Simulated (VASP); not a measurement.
# MgO: single point with PBE

The system is MgO.

```
Mg O
1.0
     0.00000    2.10400    2.10400
     2.10400    0.00000    2.10400
     2.10400    2.10400    0.00000
Mg O
1 1
Direct
  0.00000 0.00000 0.00000
  0.50000 0.50000 0.50000
```

```yaml
Program: VASP 6.6.1
Task: single point
Functional: PBE
Potentials_or_basis: VASP PAW PBE potentials, release 64 (Mg, O)
Cutoff: 520 eV
k_mesh: 9 × 9 × 9
Occupations: gaussian, width 0.01 eV
Spin: no spin polarisation
```

* Pressure: 4.5 GPa
* Band gap on the k mesh: 4.75 eV, direct

Levels at points of the mesh, in eV from the valence-band top:
```
           k point  band 1  band 2  band 3  band 4  band 5  band 6  band 7  band 8  band 9
(0.00, 0.00, 0.00)  -17.28    0.00    0.00    0.00    4.75   15.82   15.82   15.82   19.74
```

It took 4.7 s on 1 thread of Intel(R) Xeon(R) 6975P-C (Granite Rapids), on a shared host, peak memory 0.13 GiB.
